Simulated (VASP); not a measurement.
# Si (Fd-3m) in VASP: notebook

Si is run at these levels: LDA; tasks: single point.

Program: VASP 6.6.1. These are calculated values, not measurements. Logs are shortened: lines on timing, memory, paths and dates and some standing lists are left out, and cuts for length are marked.

## Step 1: The cell of the first run

Symmetry: Fd-3m, No. 227, cubic system. The conventional cell has a = 4.139 Å, b = 4.139 Å, c = 4.139 Å, α = 90.00°, β = 90.00°, γ = 90.00°. Within 2.4 Å of Si (site symmetry -43m) lie 4 Si at 1.79 Å.

## Step 2: Single point, LDA (volume scaled by 0.45)

File INCAR:

```
SYSTEM = Si
PREC = Accurate
ENCUT = 500
EDIFF = 1E-6
ISMEAR = -1
SIGMA = 0.1
LREAL = .FALSE.
LASPH = .TRUE.
NELM = 120
ALGO = Normal
ISIF = 2
LWAVE = .FALSE.
LCHARG = .FALSE.
NBANDS = 11
GGA_COMPAT = .FALSE.
```

File KPOINTS:

```
regular mesh
0
G
  13 13 13
  0 0 0
```

File POSCAR:

```
Si
1.0
    0.0000000000      2.0697102901      2.0697102901
    2.0697102901      0.0000000000      2.0697102901
    2.0697102901      2.0697102901      0.0000000000
Si
2
Direct
   -0.1250000000     -0.1250000000     -0.1250000000
    0.1250000000      0.1250000000      0.1250000000
```

Potentials or basis: VASP PAW LDA potentials, release 64 (Si).

Command:

```console
$ cat potpaw_LDA.64/Si/POTCAR > POTCAR
$ mpirun -np 1 vasp_std > vasp.out
```

OUTCAR:

```text
SYSTEM = Si
   PREC = Accurate
   ENCUT = 500
   EDIFF = 1E-6
   ISMEAR = -1
   LREAL = .FALSE.
   LASPH = .TRUE.
   NELM = 120
   ISIF = 2

 ion  position               nearest neighbor table
   1  0.875  0.875  0.875-   2 1.79   2 1.79   2 1.79   2 1.79
   2  0.125  0.125  0.125-   1 1.79   1 1.79   1 1.79   1 1.79

  LATTYP: Found a face centered cubic cell.
 ALAT       =     4.1394205802

  Lattice vectors:

 A1 = (   0.0000000000,   2.0697102901,   2.0697102901)
 A2 = (   2.0697102901,   0.0000000000,   2.0697102901)
 A3 = (   2.0697102901,   2.0697102901,   0.0000000000)

Analysis of symmetry for initial positions (statically):
=====================================================================
 Subroutine PRICEL returns:
 Original cell was already a primitive cell.

 Routine SETGRP: Setting up the symmetry group for a
 face centered cubic supercell.

 Subroutine GETGRP returns: Found 48 space group operations
 (whereof 12 operations were pure point group operations)
 out of a pool of 48 trial point group operations.

The static configuration has the point symmetry D_3d.
 The point group associated with its full space group is O_h .

Analysis of symmetry for dynamics (positions and initial velocities):
=====================================================================
 Subroutine PRICEL returns:
 Original cell was already a primitive cell.

 Routine SETGRP: Setting up the symmetry group for a
 face centered cubic supercell.

 Subroutine GETGRP returns: Found 48 space group operations
 (whereof 12 operations were pure point group operations)
 out of a pool of 48 trial point group operations.

The dynamic configuration has the point symmetry D_3d.
 The point group associated with its full space group is O_h .

 Subroutine INISYM returns: Found 48 space group operations
 (whereof 12 operations are pure point group operations),
 and found     1 'primitive' translations

----------------------------------------------------------------------------------------

                                     Primitive cell

  volume of cell :      17.7320

  direct lattice vectors                    reciprocal lattice vectors
     0.000000000  2.069710290  2.069710290    -0.241579704  0.241579704  0.241579704
     2.069710290  0.000000000  2.069710290     0.241579704 -0.241579704  0.241579704
     2.069710290  2.069710290  0.000000000     0.241579704  0.241579704 -0.241579704

  length of vectors
     2.927012362  2.927012362  2.927012362     0.418428322  0.418428322  0.418428322

  position of ions in fractional coordinates (direct lattice)
     0.875000000  0.875000000  0.875000000
     0.125000000  0.125000000  0.125000000

  ion indices of the primitive-cell ions
   primitive index   ion index
                 1           1
                 2           2

----------------------------------------------------------------------------------------

 KPOINTS: regular mesh

Automatic generation of k-mesh.
 Grid dimensions read from file:
 generate k-points for:   13   13   13

 Generating k-lattice:

  Cartesian coordinates                     Fractional coordinates (reciprocal lattice)
    -0.018583054  0.018583054  0.018583054     0.076923077  0.000000000  0.000000000
     0.018583054 -0.018583054  0.018583054     0.000000000  0.076923077  0.000000000
     0.018583054  0.018583054 -0.018583054     0.000000000  0.000000000  0.076923077

  Length of vectors
     0.032186794  0.032186794  0.032186794

  Shift w.r.t. Gamma in fractional coordinates (k-lattice)
     0.000000000  0.000000000  0.000000000

 Subroutine IBZKPT returns following result:
 ===========================================

 Found     84 irreducible k-points:

 Following reciprocal coordinates:
            Coordinates               Weight
  0.000000  0.000000  0.000000      1.000000
  0.076923  0.000000  0.000000      8.000000
  0.153846  0.000000  0.000000      8.000000
  0.230769  0.000000  0.000000      8.000000
  0.307692  0.000000  0.000000      8.000000
  0.384615  0.000000  0.000000      8.000000
[... 16 lines left out ...]
  0.384615  0.153846  0.000000     24.000000
  0.461538  0.153846  0.000000     24.000000
 [... further k-points ...]
   k-points           NKPTS =     84   k-points in BZ     NKDIM =     84   number of bands    NBANDS=     11
   number of dos      NEDOS =    301   number of ions     NIONS =      2
   total plane-waves  NPLWV =  13824
   dimension x,y,z NGX =    24 NGY =   24 NGZ =   24
   dimension x,y,z NGXF=    48 NGYF=   48 NGZF=   48
   ions per type =               2
   NGX,Y,Z   is equivalent  to a cutoff of  13.63, 13.63, 13.63 a.u.
   NGXF,Y,Z  is equivalent  to a cutoff of  27.26, 27.26, 27.26 a.u.
 SYSTEM =  Si
   PREC   = accura    normal or accurate (medium, high low for compatibility)
   ISTART =      0    job   : 0-new  1-cont  2-samecut
   ICHARG =      2    charge: 1-file 2-atom 10-const
   ISPIN  =      1    spin polarized calculation?
   LNONCOLLINEAR =      F non collinear calculations
   LSORBIT =      F    spin-orbit coupling
   LASPH  =      T    aspherical Exc in radial PAW
   ENCUT  =  500.0 eV  36.75 Ry    6.06 a.u.   5.34  5.34  5.34*2*pi/ulx,y,z
   NELM   =    120;   NELMIN=  2; NELMDL= -5     # of ELM steps
   EDIFF  = 0.1E-05   stopping-criterion for ELM
   LREAL  =      F    real-space projection
   EDIFFG = 0.1E-04   stopping-criterion for IOM
   NSW    =      0    number of steps for IOM
   IBRION =     -1    ionic relax: 0-MD 1-quasi-New 2-CG
   NFREE  =      0    steps in history (QN), initial steepest desc. (CG)
   ISIF   =      2    stress and relaxation
   ISYM   =      2    0-nonsym 1-usesym 2-fastsym
   POTIM  = 0.5000    time-step for ionic-motion
   TEBEG  =    0.0;   TEEND  =   0.0 temperature during run
   PSTRESS=    0.0 pullay stress
   NELECT =       8.0000    total number of electrons
   NUPDOWN=      -1.0000    fix difference up-down
   EMIN   =  10.00;   EMAX   =-10.00  energy-range for DOS
   EFERMI =   0.00;   METHOD = LEGACY
   ISMEAR =    -1;   SIGMA  =   0.10  broadening in eV -4-tet -1-fermi 0-gaus
   EFERMI_NEDOS =   21; number of points for ismear=-14 and -15
   IALGO  =     38    algorithm
   IMIX   =      4    mixing-type and parameters
     AMIX     =   0.40;   BMIX     =  1.00
     AMIX_MAG =   1.60;   BMIX_MAG =  1.00
  volume/ion in A,a.u.               =       8.87        59.83
  Fermi-wavevector in a.u.,A,eV,Ry     =   1.255602  2.372743 21.450073  1.576536
  Thomas-Fermi vector in A             =   2.389351
   LORBIT       =      0    0 simple, 1 ext, 2 COOP (PROOUT), +10 PAW based schemes
   GGA     = CA    functional components
   LHFCALC =     F    Hartree Fock is set to
   AEXX    =    0.0000 exact exchange contribution
   IVDW    =     0    specifies the selected vdW correction
   LEPSILON=     F    determine dielectric tensor
   LRPA    =     F    only Hartree local field effects (RPA)
 non-spin polarized calculation
  energy-cutoff  :      500.00
  volume of cell :       17.73
 maximum number of plane-waves:       465
 NGX is ok and might be reduce to    24
   NGX = 11   NGY = 11   NGZ = 11

 number of electron       8.0000001 magnetization

 Free energy of the ion-electron system (eV)
  ---------------------------------------------------
  ext. energy  EPLUGINS =         0.00000000
  ---------------------------------------------------
  free energy    TOTEN  =         0.72197897 eV

  energy without entropy =        0.73803846  energy(sigma->0) =        0.73000872

 E-fermi :  16.8845     XC(G=0): -13.0650

 val. band max:       16.8736872000   @ k =   0.2308   0.0769   0.0000
 cond. band min:      16.9039055842   @ k =  -0.4615   0.4615   0.0000
 fundamental gap:      0.0302183841
 Fermi energy:        16.8845355998

 k-point     1 :       0.0000    0.0000    0.0000
  band No.  band energies     occupation
      1      -1.8154      2.00000
      2      17.8092      0.00019
      3      17.8092      0.00019
      4      17.8092      0.00019
      5      20.2652      0.00000
      6      20.2652      0.00000
      7      20.2652      0.00000
      8      25.1608      0.00000
      9      25.1608      0.00000
     10      30.6220      0.00000
     11      30.7969      0.00000

 k-point     2 :       0.0769    0.0000    0.0000
  band No.  band energies     occupation
      1      -1.6692      2.00000
      2      16.5268      1.94561
      3      17.5315      0.00309
      4      17.5315      0.00309
      5      20.6910      0.00000
      6      20.6910      0.00000
      7      20.9454      0.00000
      8      24.7450      0.00000
      9      24.7450      0.00000
     10      30.2720      0.00000
     11      31.1685      0.00000

 k-point     3 :       0.1538    0.0000    0.0000
  band No.  band energies     occupation
      1      -1.2322      2.00000
      2      14.2578      2.00000
      3      17.0358      0.36113
      4      17.0358      0.36113
      5      21.4037      0.00000
      6      21.4037      0.00000
      7      21.6088      0.00000
      8      24.1339      0.00000
      9      24.1339      0.00000
     10      29.3103      0.00000
     11      32.5505      0.00000

 k-point     4 :       0.2308    0.0000    0.0000
  band No.  band energies     occupation
      1      -0.5093      2.00000
      2      11.8366      2.00000
      3      16.6137      1.87502
      4      16.6137      1.87502
      5      21.2879      0.00000
      6      21.2879      0.00000
      7      21.8948      0.00000
      8      24.6473      0.00000
      9      24.6473      0.00000
     10      28.2685      0.00000
     11      34.2816      0.00000
[... 239 lines left out ...]
 k-point    22 :       0.3077    0.1538    0.0000
  band No.  band energies     occupation
      1       0.3052      2.00000
      2      11.4342      2.00000
      3      14.5693      2.00000
      4      15.3699      2.00000
      5      18.5708      0.00000
      6      20.9258      0.00000
      7      23.7646      0.00000
      8      24.8124      0.00000
      9      27.7323      0.00000
     10      30.7518      0.00000
     11      36.2077      0.00000

 k-point    23 :       0.3846    0.1538    0.0000
  band No.  band energies     occupation
      1       1.3885      2.00000
      2       9.1661      2.00000
      3      14.4425      2.00000
      4      14.5931      2.00000
      5      18.2121      0.00000
      6      22.3752      0.00000
      7      22.9660      0.00000
      8      25.2871      0.00000
      9      29.4495      0.00000
     10      29.9353      0.00000
     11      37.1639      0.00000

 k-point    24 :       0.4615    0.1538    0.0000
  band No.  band energies     occupation
      1       2.7127      2.00000
      2       7.0724      2.00000
      3      13.8634      2.00000
      4      14.5355      2.00000
      5      18.1798      0.00000
      6      22.2091      0.00000
      7      23.4525      0.00000
      8      26.3501      0.00000
      9      29.3582      0.00000
     10      30.6857      0.00000
     11      35.4357      0.00000

 [... further k-points ...]
[... 5 lines left out ...]
  --------------------------------------------------------------------------------------
  -------------------------------------------------------------------------------------
  Total       38.5966840     38.5966840     38.5966840      0.0000000      0.0000000      0.0000000
  in kB     3487.4011353   3487.4011353   3487.4011353      0.0000000      0.0000000      0.0000000
  external PRESSURE =    3487.4011353 kB  Pullay stress =       0.0000000 kB

 VOLUME and BASIS-vectors are now :
 -----------------------------------------------------------------------------
  energy-cutoff  :      500.00
  volume of cell :       17.73
      direct lattice vectors                 reciprocal lattice vectors
     0.000000000  2.069710290  2.069710290    -0.241579704  0.241579704  0.241579704
     2.069710290  0.000000000  2.069710290     0.241579704 -0.241579704  0.241579704
     2.069710290  2.069710290  0.000000000     0.241579704  0.241579704 -0.241579704

 POSITION                                       TOTAL-FORCE (eV/Angst)
 -----------------------------------------------------------------------------------
      3.62199      3.62199      3.62199        -0.000000     -0.000000     -0.000000
      0.51743      0.51743      0.51743         0.000000      0.000000      0.000000
 -----------------------------------------------------------------------------------
    total drift:                                0.000000      0.000000     -0.000000

  FREE ENERGIE OF THE ION-ELECTRON SYSTEM (eV)
  ---------------------------------------------------
  free  energy   TOTEN  =         0.7219789744 eV

  energy  without entropy=        0.7380384646  energy(sigma->0) =        0.73000872
```

Wall time 6 s (1 thread of Intel Xeon Platinum 8375C at 2.90GHz (Ice Lake), shared host); peak memory 0.13 GiB.

What came out:

```yaml
Free_energy: 0.7220 eV
Pressure: 348.7 GPa
Band_gap_on_the_k_mesh: zero (band 4 reaches 17.84 eV, above the bottom of band 5 at 15.77 eV)
```

## Step 3: Single point, LDA (volume scaled by 0.8)

File INCAR:

```
SYSTEM = Si
PREC = Accurate
ENCUT = 500
EDIFF = 1E-6
ISMEAR = -1
SIGMA = 0.1
LREAL = .False.
LASPH = .True.
NELM = 120
ALGO = Normal
ISIF = 2
LWAVE = .False.
LCHARG = .True.
GGA = CA
LELF = .True.
LVHAR = .True.
NBANDS = 11
GGA_COMPAT = .False.
```

File KPOINTS:

```
regular mesh
0
Gamma
  13 13 13
  0 0 0
```

File POSCAR:

```
Si
1.0
    0.0000000000      2.5072754596      2.5072754596
    2.5072754596      0.0000000000      2.5072754596
    2.5072754596      2.5072754596      0.0000000000
Si
2
Direct
   -0.1250000000     -0.1250000000     -0.1250000000
    0.1250000000      0.1250000000      0.1250000000
```

Potentials or basis: VASP PAW LDA potentials, release 64 (Si).

Command:

```console
$ cat potpaw_LDA.64/Si/POTCAR > POTCAR
$ mpirun -np 1 vasp_std > vasp.out
```

Wall time 15 s (1 thread of Intel Xeon Platinum 8375C at 2.90GHz (Ice Lake), shared host); peak memory 0.14 GiB.

The run converged. Its results:

```yaml
Free_energy: -11.2216 eV
Pressure: 34.1 GPa
Band_gap_on_the_k_mesh: zero (band 4 reaches 8.49 eV, above the bottom of band 5 at 8.46 eV)
```

Levels at points of the mesh, in eV from the Fermi level:
```
           k point  band 2  band 3  band 4  band 5  band 6  band 7
(0.00, 0.00, 0.00)    0.03    0.03    0.03    2.62    2.62    2.62
```

## Step 4: Single point, LDA (volume scaled by 0.88)

File INCAR:

```
PREC = Accurate
ENCUT = 500
EDIFF = 1E-6
ISMEAR = -1
SIGMA = 0.1
LREAL = False
LASPH = True
NELM = 120
ALGO = Normal
ISIF = 2
LWAVE = False
LCHARG = False
NBANDS = 11
GGA_COMPAT = False
```

File KPOINTS:

```
regular mesh
0
Gamma
  13 13 13
```

File POSCAR:

```
Si
1.0
    0.0000000000      2.5882106009      2.5882106009
    2.5882106009      0.0000000000      2.5882106009
    2.5882106009      2.5882106009      0.0000000000
Si
2
Direct
   -0.1250000000     -0.1250000000     -0.1250000000
    0.1250000000      0.1250000000      0.1250000000
```

Command:

```console
$ cat potpaw_LDA.64/Si/POTCAR > POTCAR
$ mpirun -np 1 vasp_std > vasp.out
```

It took 15 s on 1 thread of Intel Xeon Platinum 8375C at 2.90GHz (Ice Lake), shared host; peak memory 0.14 GiB.

Results (log left out):

```
Free energy            : -11.7046 eV
Pressure               : 16.2 GPa
Band gap on the k mesh : 0.21 eV, indirect (least direct gap 2.57 eV)
```

Levels at points of the mesh, in eV from the valence-band top:
| k point | band 1 | band 2 | band 3 | band 4 | band 5 | band 6 | band 7 | band 8 |
| --- | --- | --- | --- | --- | --- | --- | --- | --- |
| (0.00, 0.00, 0.00) | -13.00 | 0.00 | 0.00 | 0.00 | 2.57 | 2.57 | 2.57 | 4.93 |

## Step 5: The runs side by side

```tsv
cell	gap on the mesh (eV)	pressure (GPa)
a = 2.927 Å, angles 60.0°, 2 atoms	none	348.7
a = 3.546 Å, angles 60.0°, 2 atoms	none	34.1
a = 3.660 Å, angles 60.0°, 2 atoms	0.21	16.2
```

Alike in all rows: task single point; level LDA; potentials or basis VASP PAW LDA potentials, release 64 (Si); no spin polarisation; k mesh 13 × 13 × 13; cutoff (eV) 500; smearing fermi-dirac 0.1 eV.

Total energies depend on the potentials used, so only differences within one code and one set of settings carry meaning.
